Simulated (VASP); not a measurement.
LiF: single point with PBE

Crystal: LiF.

```
Li F
1.0
     5.58440    0.00000    0.00000
     0.00000    5.58440    0.00000
     0.00000    0.00000    2.93461
Li F
4 4
Direct
  0.10153 0.33392 0.24576
  0.89847 0.66608 0.74576
  0.66608 0.10153 0.99576
  0.33392 0.89847 0.49576
  0.32678 0.12320 0.00424
  0.67322 0.87680 0.50424
  0.87680 0.32678 0.75424
  0.12320 0.67322 0.25424
```

```json
{"Program": "VASP 6.6.1", "Task": "single point", "Functional": "PBE", "Potentials or basis": "VASP PAW PBE potentials, release 64 (Li_sv, F)", "Cutoff": "520 eV", "k mesh": "4 × 4 × 8", "Occupations": "gaussian, width 0.02 eV", "Spin": "no spin polarisation", "Dipole correction": "no", "Further INCAR settings": "ALGO = Normal; EDIFF = 1e-07; NBANDS = 30"}
```

- Largest force: 0.007 eV/Å
- Band gap on the k mesh: 6.98 eV, direct

Forces in eV/Å, atoms in the order of the input:
```
Li   0.000 -0.004  0.006
Li   0.000  0.004  0.006
Li   0.004  0.000  0.006
Li  -0.004  0.000  0.006
F    0.000  0.000 -0.006
F    0.000  0.000 -0.006
F    0.000  0.000 -0.006
F    0.000  0.000 -0.006
```

Levels at points of the mesh, in eV from the valence-band top:
```csv
k point,band 18,band 19,band 20,band 21,band 22,band 23
"(0.00, 0.00, 0.00)",-0.18,-0.05,0.00,6.98,10.17,10.91
"(0.50, 0.00, 0.00)",-0.27,-0.01,-0.01,7.95,8.48,10.83
"(0.50, 0.50, 0.00)",-0.08,-0.04,-0.04,8.37,8.82,10.30
"(0.00, 0.00, 0.50)",-0.45,-0.27,-0.27,10.53,10.53,12.40
"(0.50, 0.00, 0.50)",-0.42,-0.29,-0.29,10.79,10.79,11.69
"(0.50, 0.50, 0.50)",-0.46,-0.41,-0.41,10.78,10.78,11.55
```

Wall time 43 s on 1 thread of Intel(R) Xeon(R) 6975P-C (Granite Rapids) (shared host), peak memory 0.21 GiB.

 PBE gaps usually lie below the measured ones, often by a third to a half.
